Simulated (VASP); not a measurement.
## Sb: single point with r2SCAN

Crystal: Sb.

```
CELL_PARAMETERS angstrom
2.11022 1.21834 3.68128
-2.11022 1.21834 3.68128
0.00000 -2.43668 3.68128
ATOMIC_POSITIONS crystal
Sb 0.76651 0.76651 0.76651
Sb 0.23349 0.23349 0.23349
```

```json
{
  "Program": "VASP 6.6.1",
  "Task": "single point",
  "Functional": "r2SCAN",
  "Potentials or basis": "VASP PAW PBE potentials, release 64 (Sb_d_GW)",
  "Cutoff": "550 eV",
  "k mesh": "8 × 8 × 8",
  "Occupations": "fermi-dirac, width 0.05 eV",
  "Spin": "no spin polarisation"
}
```

* Pressure: 6.1 GPa
* Largest force: 0.366 eV/Å
* Band gap on the k mesh: zero (bands 15 and 16 overlap by 0.23 eV)

Forces in eV/Å, atoms in the order of the input:
```
Sb   0.000  0.000 -0.366
Sb   0.000  0.000  0.366
```

Stress tensor (GPa, compression positive):
```
6.49 0.00 0.00
0.00 6.49 0.00
0.00 0.00 5.39
```

Levels at points of the mesh, in eV from the Fermi level:
| k point | band 11 | band 12 | band 13 | band 14 | band 15 | band 16 | band 17 | band 18 | band 19 | band 20 |
| --- | --- | --- | --- | --- | --- | --- | --- | --- | --- | --- |
| (0.00, 0.00, 0.00) | -14.06 | -4.63 | -2.64 | -2.32 | -2.32 | 2.02 | 2.72 | 2.72 | 5.24 | 5.24 |
| (0.50, 0.00, 0.00) | -11.37 | -10.58 | -2.48 | -2.34 | -0.60 | -0.19 | 0.16 | 0.24 | 8.07 | 8.80 |
| (0.50, 0.50, 0.00) | -11.31 | -8.61 | -6.25 | -4.52 | -4.41 | 1.34 | 5.35 | 5.99 | 7.77 | 9.51 |
| (0.50, 0.50, 0.50) | -12.30 | -9.90 | -1.76 | -1.76 | -0.36 | -0.18 | -0.18 | 1.23 | 7.52 | 9.27 |

It took 7.4 min on 1 thread of AMD EPYC 7R13 Processor (Zen 3) (shared host), peak memory 0.24 GiB.

Caveat: the cell stands under pressure; the PAW data sets were made with another functional, which shifts forces and pressure a little; spin-orbit coupling is left out, which moves the levels of the heavy elements.
